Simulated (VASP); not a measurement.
# PbSe (I4/mmm) in VASP: notebook

PbSe is run at these levels: PBE+D3(BJ); tasks: single point.

Everything below comes from runs of VASP 6.6.1. Logs are shortened: lines on timing, memory, paths and dates and some standing lists are left out, and cuts for length are marked.

### 1 The cell of the first run

Symmetry: I4/mmm, No. 139, tetragonal system. Conventional cell: a = 4.177 Å, b = 4.177 Å, c = 6.298 Å, α = 90.00°, β = 90.00°, γ = 90.00°. Within 3.9 Å of Pb (site symmetry 4/mmm) lie 6 Se at 2.95 to 3.15 Å. Within 3.9 Å of Se (site symmetry 4/mmm) lie 6 Pb at 2.95 to 3.15 Å.

### 2 Single point, PBE+D3(BJ) (27.47 Å³/atom)

The input, INCAR:

```
SYSTEM = PbSe
ALGO     = Normal         ! electronic algorithm
EDIFF    = 1E-6           ! SCF threshold, eV
ENCUT    = 520            ! plane-wave cutoff, eV
GGA      = PE             ! functional
ISIF     = 2              ! what is computed and relaxed
ISMEAR   = 0              ! smearing method
IVDW     = 12             ! dispersion correction
LASPH    = .TRUE.         ! aspherical terms in the spheres
LCHARG   = .FALSE.        ! write CHGCAR
LREAL    = .FALSE.        ! projectors in reciprocal space
LWAVE    = .FALSE.        ! write WAVECAR
NBANDS   = 17             ! bands
NELM     = 80             ! most SCF steps
PREC     = Accurate       ! precision mode
SIGMA    = 0.03           ! smearing width, eV
```

The input, KPOINTS:

```
k-points
0
G
  10 10 10
  0 0 0
```

The input, POSCAR:

```
PbSe
1.0
    0.0000000000      2.9534130063      3.1489289473
    2.9534130063      0.0000000000      3.1489289473
    2.9534130063      2.9534130063      0.0000000000
Pb Se
1 1
Direct
    0.0000000000      0.0000000000      0.0000000000
    0.5000000000      0.5000000000      0.5000000000
```

Potentials or basis: VASP PAW PBE potentials, release 64 (Pb_d, Se).

On the command line:

```
$ cat potpaw_PBE.64/Pb_d/POTCAR potpaw_PBE.64/Se/POTCAR > POTCAR
$ mpirun -np 1 vasp_std > vasp.out
```

OUTCAR:

```text
SYSTEM = PbSe
   EDIFF = 1E-6
   ENCUT = 520
   GGA = PE
   ISIF = 2
   ISMEAR = 0
   IVDW = 12
   LASPH = .TRUE.
   LREAL = .FALSE.
   NELM = 80
   PREC = Accurate
 IVDW          = 12

 ion  position               nearest neighbor table
   1  0.000  0.000  0.000-   2 2.95   2 2.95   2 2.95   2 2.95   2 3.15   2 3.15
   2  0.500  0.500  0.500-   1 2.95   1 2.95   1 2.95   1 2.95   1 3.15   1 3.15

  LATTYP: Found a body centered tetragonal cell.
 ALAT       =     4.1767567288
 C/A-ratio  =     1.5078345002

  Lattice vectors:

 A1 = (  -2.9534130063,   0.0000000000,   3.1489289473)
 A2 = (   2.9534130063,   0.0000000000,   3.1489289473)
 A3 = (   0.0000000000,   2.9534130063,  -3.1489289473)

Analysis of symmetry for initial positions (statically):
=====================================================================
 Subroutine PRICEL returns:
 Original cell was already a primitive cell.

 Routine SETGRP: Setting up the symmetry group for a
 body centered tetragonal supercell.

 Subroutine GETGRP returns: Found 16 space group operations
 (whereof 16 operations were pure point group operations)
 out of a pool of 16 trial point group operations.

The static configuration has the point symmetry D_4h.

Analysis of symmetry for dynamics (positions and initial velocities):
=====================================================================
 Subroutine PRICEL returns:
 Original cell was already a primitive cell.

 Routine SETGRP: Setting up the symmetry group for a
 body centered tetragonal supercell.

 Subroutine GETGRP returns: Found 16 space group operations
 (whereof 16 operations were pure point group operations)
 out of a pool of 16 trial point group operations.

The dynamic configuration has the point symmetry D_4h.

 Subroutine INISYM returns: Found 16 space group operations
 (whereof 16 operations are pure point group operations),
 and found     1 'primitive' translations

----------------------------------------------------------------------------------------

                                     Primitive cell

  volume of cell :      54.9340

  direct lattice vectors                    reciprocal lattice vectors
     0.000000000  2.953413006  3.148928947    -0.169295659  0.169295659  0.158784148
     2.953413006  0.000000000  3.148928947     0.169295659 -0.169295659  0.158784148
     2.953413006  2.953413006  0.000000000     0.169295659  0.169295659 -0.158784148

  length of vectors
     4.317221549  4.317221549  4.176756729     0.287288088  0.287288088  0.287288088

  position of ions in fractional coordinates (direct lattice)
     0.000000000  0.000000000  0.000000000
     0.500000000  0.500000000  0.500000000

  ion indices of the primitive-cell ions
   primitive index   ion index
                 1           1
                 2           2

----------------------------------------------------------------------------------------

 KPOINTS: k-points

Automatic generation of k-mesh.
 Grid dimensions read from file:
 generate k-points for:   10   10   10

 Generating k-lattice:

  Cartesian coordinates                     Fractional coordinates (reciprocal lattice)
    -0.016929566  0.016929566  0.015878415     0.100000000 -0.000000000  0.000000000
     0.016929566 -0.016929566  0.015878415    -0.000000000  0.100000000  0.000000000
     0.016929566  0.016929566 -0.015878415     0.000000000  0.000000000  0.100000000

  Length of vectors
     0.028728809  0.028728809  0.028728809

  Shift w.r.t. Gamma in fractional coordinates (k-lattice)
     0.000000000  0.000000000  0.000000000

 Subroutine IBZKPT returns following result:
 ===========================================

 Found    102 irreducible k-points:

 Following reciprocal coordinates:
            Coordinates               Weight
  0.000000  0.000000  0.000000      1.000000
  0.100000  0.000000  0.000000      8.000000
  0.200000  0.000000  0.000000      8.000000
  0.300000 -0.000000  0.000000      8.000000
  0.400000 -0.000000  0.000000      8.000000
  0.500000 -0.000000  0.000000      4.000000
[... 16 lines left out ...]
  0.300000  0.300000  0.000000      2.000000
  0.400000  0.300000  0.000000      8.000000
 [... further k-points ...]
   k-points           NKPTS =    102   k-points in BZ     NKDIM =    102   number of bands    NBANDS=     17
   number of dos      NEDOS =    301   number of ions     NIONS =      2
   total plane-waves  NPLWV =  32768
   dimension x,y,z NGX =    32 NGY =   32 NGZ =   32
   dimension x,y,z NGXF=    64 NGYF=   64 NGZF=   64
   ions per type =               1   1
   NGX,Y,Z   is equivalent  to a cutoff of  12.32, 12.32, 12.74 a.u.
   NGXF,Y,Z  is equivalent  to a cutoff of  24.64, 24.64, 25.47 a.u.
 SYSTEM =  PbSe
   PREC   = accura    normal or accurate (medium, high low for compatibility)
   ISTART =      0    job   : 0-new  1-cont  2-samecut
   ICHARG =      2    charge: 1-file 2-atom 10-const
   ISPIN  =      1    spin polarized calculation?
   LNONCOLLINEAR =      F non collinear calculations
   LSORBIT =      F    spin-orbit coupling
   LASPH  =      T    aspherical Exc in radial PAW
   ENCUT  =  520.0 eV  38.22 Ry    6.18 a.u.   8.03  8.03  7.77*2*pi/ulx,y,z
   NELM   =     80;   NELMIN=  2; NELMDL= -5     # of ELM steps
   EDIFF  = 0.1E-05   stopping-criterion for ELM
   LREAL  =      F    real-space projection
   EDIFFG = 0.1E-04   stopping-criterion for IOM
   NSW    =      0    number of steps for IOM
   IBRION =     -1    ionic relax: 0-MD 1-quasi-New 2-CG
   NFREE  =      0    steps in history (QN), initial steepest desc. (CG)
   ISIF   =      2    stress and relaxation
   ISYM   =      2    0-nonsym 1-usesym 2-fastsym
   POTIM  = 0.5000    time-step for ionic-motion
   TEBEG  =    0.0;   TEEND  =   0.0 temperature during run
   PSTRESS=    0.0 pullay stress
   NELECT =      20.0000    total number of electrons
   NUPDOWN=      -1.0000    fix difference up-down
   EMIN   =  10.00;   EMAX   =-10.00  energy-range for DOS
   EFERMI =   0.00;   METHOD = LEGACY
   ISMEAR =     0;   SIGMA  =   0.03  broadening in eV -4-tet -1-fermi 0-gaus
   EFERMI_NEDOS =   21; number of points for ismear=-14 and -15
   IALGO  =     38    algorithm
   IMIX   =      4    mixing-type and parameters
     AMIX     =   0.40;   BMIX     =  1.00
     AMIX_MAG =   1.60;   BMIX_MAG =  1.00
  volume/ion in A,a.u.               =      27.47       185.36
  Fermi-wavevector in a.u.,A,eV,Ry     =   1.168973  2.209038 18.592327  1.366498
  Thomas-Fermi vector in A             =   2.305452
   LORBIT       =      0    0 simple, 1 ext, 2 COOP (PROOUT), +10 PAW based schemes
   GGA     = PE    functional components
   LHFCALC =     F    Hartree Fock is set to
   AEXX    =    0.0000 exact exchange contribution
   IVDW    =    12    specifies the selected vdW correction
   LEPSILON=     F    determine dielectric tensor
   LRPA    =     F    only Hartree local field effects (RPA)
 non-spin polarized calculation
 Gauss-broadening in eV      SIGMA  =   0.03
  energy-cutoff  :      520.00
  volume of cell :       54.93
 maximum number of plane-waves:      1496
   NGX = 17   NGY = 17   NGZ = 15

 number of electron      20.0000006 magnetization

 Free energy of the ion-electron system (eV)
  ---------------------------------------------------
  ext. energy  EPLUGINS =         0.00000000
  ---------------------------------------------------
  free energy    TOTEN  =        -8.05284760 eV

  energy without entropy =       -8.05272870  energy(sigma->0) =       -8.05278815

 E-fermi :   5.7566     XC(G=0):  -9.7236

 val. band max:        5.7457920324   @ k =   0.5000  -0.0000   0.0000
 cond. band min:       5.7674220008   @ k =   0.5000  -0.0000   0.0000
 fundamental gap:      0.0216299684
 Fermi energy:         5.7566070168

 k-point     1 :       0.0000    0.0000    0.0000
  band No.  band energies     occupation
      1     -11.3259      2.00000
      2     -11.3035      2.00000
      3     -11.3035      2.00000
      4     -11.2911      2.00000
      5     -11.2812      2.00000
      6      -8.3712      2.00000
[... 9 lines left out ...]
     16      12.1866      0.00000
     17      13.2388      0.00000

 k-point     2 :       0.1000    0.0000    0.0000
  band No.  band energies     occupation
      1     -11.3261      2.00000
      2     -11.3030      2.00000
      3     -11.3014      2.00000
      4     -11.2881      2.00000
      5     -11.2838      2.00000
      6      -8.2894      2.00000
[... 9 lines left out ...]
     16      12.4059      0.00000
     17      13.9019      0.00000

 k-point     3 :       0.2000    0.0000    0.0000
  band No.  band energies     occupation
      1     -11.3286      2.00000
      2     -11.3020      2.00000
      3     -11.3008      2.00000
      4     -11.2859      2.00000
      5     -11.2783      2.00000
      6      -8.0553      2.00000
[... 9 lines left out ...]
     16      12.9438      0.00000
     17      15.3221      0.00000

 k-point     4 :       0.3000   -0.0000    0.0000
  band No.  band energies     occupation
      1     -11.3335      2.00000
      2     -11.3095      2.00000
      3     -11.3013      2.00000
      4     -11.2791      2.00000
      5     -11.2642      2.00000
      6      -7.7115      2.00000
[... 9 lines left out ...]
     16      13.8105      0.00000
     17      16.9241      0.00000

 k-point     5 :       0.4000   -0.0000    0.0000
  band No.  band energies     occupation
      1     -11.3381      2.00000
      2     -11.3182      2.00000
      3     -11.3010      2.00000
      4     -11.2719      2.00000
      5     -11.2523      2.00000
      6      -7.3621      2.00000
[... 9 lines left out ...]
     16      15.0374      0.00000
     17      16.8559      0.00000

 k-point     6 :       0.5000   -0.0000    0.0000
  band No.  band energies     occupation
      1     -11.3400      2.00000
      2     -11.3216      2.00000
      3     -11.3009      2.00000
      4     -11.2690      2.00000
      5     -11.2476      2.00000
      6      -7.2011      2.00000
[... 9 lines left out ...]
     16      15.6813      0.00000
     17      16.1944      0.00000

 k-point     7 :       0.1000    0.1000    0.0000
  band No.  band energies     occupation
      1     -11.3354      2.00000
      2     -11.2993      2.00000
      3     -11.2993      2.00000
      4     -11.2928      2.00000
      5     -11.2796      2.00000
      6      -8.2715      2.00000
[... 9 lines left out ...]
     16      12.8360      0.00000
     17      14.5273      0.00000

 k-point     8 :       0.2000    0.1000    0.0000
  band No.  band energies     occupation
      1     -11.3441      2.00000
      2     -11.2965      2.00000
      3     -11.2955      2.00000
      4     -11.2900      2.00000
      5     -11.2793      2.00000
      6      -8.0969      2.00000
[... 9 lines left out ...]
     16      13.4136      0.00000
     17      15.7685      0.00000
[... 203 lines left out ...]
      1     -11.3789      2.00000
      2     -11.3017      2.00000
      3     -11.2893      2.00000
      4     -11.2707      2.00000
      5     -11.2656      2.00000
      6      -7.1445      2.00000
[... 9 lines left out ...]
     16      16.0573      0.00000
     17      16.3161      0.00000

 k-point    20 :      -0.4000    0.2000    0.0000
  band No.  band energies     occupation
      1     -11.3649      2.00000
      2     -11.3095      2.00000
      3     -11.2930      2.00000
      4     -11.2698      2.00000
      5     -11.2603      2.00000
      6      -7.0555      2.00000
[... 9 lines left out ...]
     16      14.9816      0.00000
     17      16.7848      0.00000

 k-point    21 :      -0.3000    0.2000    0.0000
  band No.  band energies     occupation
      1     -11.3473      2.00000
      2     -11.3126      2.00000
      3     -11.2989      2.00000
      4     -11.2779      2.00000
      5     -11.2536      2.00000
      6      -7.2341      2.00000
[... 9 lines left out ...]
     16      15.3637      0.00000
     17      15.9817      0.00000

 k-point    22 :      -0.2000    0.2000    0.0000
  band No.  band energies     occupation
      1     -11.3320      2.00000
      2     -11.3102      2.00000
      3     -11.3038      2.00000
      4     -11.2863      2.00000
      5     -11.2545      2.00000
      6      -7.5576      2.00000
[... 9 lines left out ...]
     16      14.2826      0.00000
     17      15.7148      0.00000

 k-point    23 :       0.3000    0.3000    0.0000
  band No.  band energies     occupation
      1     -11.4075      2.00000
      2     -11.3028      2.00000
      3     -11.2741      2.00000
      4     -11.2741      2.00000
      5     -11.2703      2.00000
      6      -7.5695      2.00000
[... 9 lines left out ...]
     16      15.9286      0.00000
     17      16.0829      0.00000

 k-point    24 :       0.4000    0.3000    0.0000
  band No.  band energies     occupation
      1     -11.4218      2.00000
      2     -11.3015      2.00000
      3     -11.2756      2.00000
      4     -11.2698      2.00000
      5     -11.2644      2.00000
      6      -7.3231      2.00000
[... 9 lines left out ...]
     16      16.4792      0.00000
     17      17.1601      0.00000

 [... further k-points ...]

------------------------ aborting loop because EDIFF is reached ----------------------------------------

 Edisp (eV)   -0.76952

 E8    (eV) :    -0.3588

  FORCE on cell =-STRESS in cart. coord.  units (eV):
  Direction    XX          YY          ZZ          XY          YZ          ZX
  --------------------------------------------------------------------------------------
  -------------------------------------------------------------------------------------
  Total       2.21083     2.21083    -0.86327     0.00000    -0.00000     0.00000
  in kB      64.47990    64.47990   -25.17775     0.00000    -0.00000     0.00000
  external pressure =       34.59 kB  Pullay stress =        0.00 kB

 VOLUME and BASIS-vectors are now :
 -----------------------------------------------------------------------------
  energy-cutoff  :      520.00
  volume of cell :       54.93
      direct lattice vectors                 reciprocal lattice vectors
     0.000000000  2.953413006  3.148928947    -0.169295659  0.169295659  0.158784148
     2.953413006  0.000000000  3.148928947     0.169295659 -0.169295659  0.158784148
     2.953413006  2.953413006  0.000000000     0.169295659  0.169295659 -0.158784148

 POSITION                                       TOTAL-FORCE (eV/Angst)
 -----------------------------------------------------------------------------------
      0.00000      0.00000      0.00000        -0.000000     -0.000000      0.000000
      2.95341      2.95341      3.14893         0.000000      0.000000     -0.000000
 -----------------------------------------------------------------------------------
    total drift:                                0.000000     -0.000000     -0.000000

  FREE ENERGIE OF THE ION-ELECTRON SYSTEM (eV)
  ---------------------------------------------------
  free  energy   TOTEN  =        -8.8223630166 eV

  energy  without entropy=       -8.8222441129  energy(sigma->0) =       -8.82230356
```

Run time: 65 s. Hardware: 1 thread of Intel Xeon Platinum 8259CL at 2.50GHz (Skylake/Cascade Lake), shared host; peak memory 0.25 GiB.

Results:

* Free energy: -8.8224 eV
* Pressure: 3.5 GPa
* Band gap on the k mesh: 0.02 eV
* Dispersion energy per atom: -0.385 eV

Caveat: the cell stands under pressure; spin-orbit coupling is left out, which moves the levels of the heavy elements. A k mesh can miss the band edges.

### 3 Single point, PBE+D3(BJ) (30.24 Å³/atom)

This run uses another cell than the first one, of 30.24 Å³/atom.

The input, INCAR:

```
SYSTEM = PbSe
PREC = Accurate
ENCUT = 520
EDIFF = 1E-7
ISMEAR = 0
SIGMA = 0.03
LREAL = .FALSE.
LASPH = .TRUE.
NELM = 60
ALGO = Normal
ISIF = 2
LWAVE = .FALSE.
LCHARG = .FALSE.
GGA = PE
IVDW = 12
NBANDS = 17
```

The input, KPOINTS:

```
regular mesh
0
G
  10 10 10
  0 0 0
```

The input, POSCAR:

```
PbSe
1.0
    0.0000000000      3.1657887620      3.0169966902
    3.1657887620      0.0000000000      3.0169966902
    3.1657887620      3.1657887620      0.0000000000
Pb Se
1 1
Direct
    0.0000000000      0.0000000000      0.0000000000
    0.5000000000      0.5000000000      0.5000000000
```

Potentials or basis: VASP PAW PBE potentials, release 64 (Pb_d, Se).

On the command line:

```
$ cat potpaw_PBE.64/Pb_d/POTCAR potpaw_PBE.64/Se/POTCAR > POTCAR
$ mpirun -np 1 vasp_std > vasp.out
```

Run time: 67 s. Hardware: 1 thread of AMD EPYC 9R45 (Zen 5), shared host; peak memory 0.25 GiB.

The run converged. Its results:

| Property | Result |
| --- | --- |
| Free energy | -8.8645 eV |
| Pressure | -1.8 GPa |
| Band gap on the k mesh | 0.39 eV |
| Dispersion energy per atom | -0.349 eV |

Stress tensor (GPa, compression positive):
```
-3.59  0.00  0.00
 0.00 -3.59  0.00
 0.00  0.00  1.73
```

Levels at points of the mesh, in eV from the valence-band top:
```tsv
k point	band 6	band 7	band 8	band 9	band 10	band 11	band 12	band 13	band 14	band 15
(0.00, 0.00, 0.00)	-13.18	-6.38	-1.95	-1.52	-1.52	4.24	4.24	5.32	6.53	6.53
(0.50, 0.00, 0.00)	-12.24	-8.55	-1.33	-1.26	0.00	0.39	1.66	1.94	8.46	9.85
(0.50, 0.50, 0.00)	-11.81	-7.42	-4.64	-2.99	-2.99	3.78	5.24	5.24	6.21	11.11
(0.50, 0.00, 0.50)	-12.01	-7.24	-4.54	-3.15	-2.65	3.97	4.95	5.62	6.04	10.63
```

Caveat: spin-orbit coupling is left out, which moves the levels of the heavy elements. A k mesh can miss the band edges.
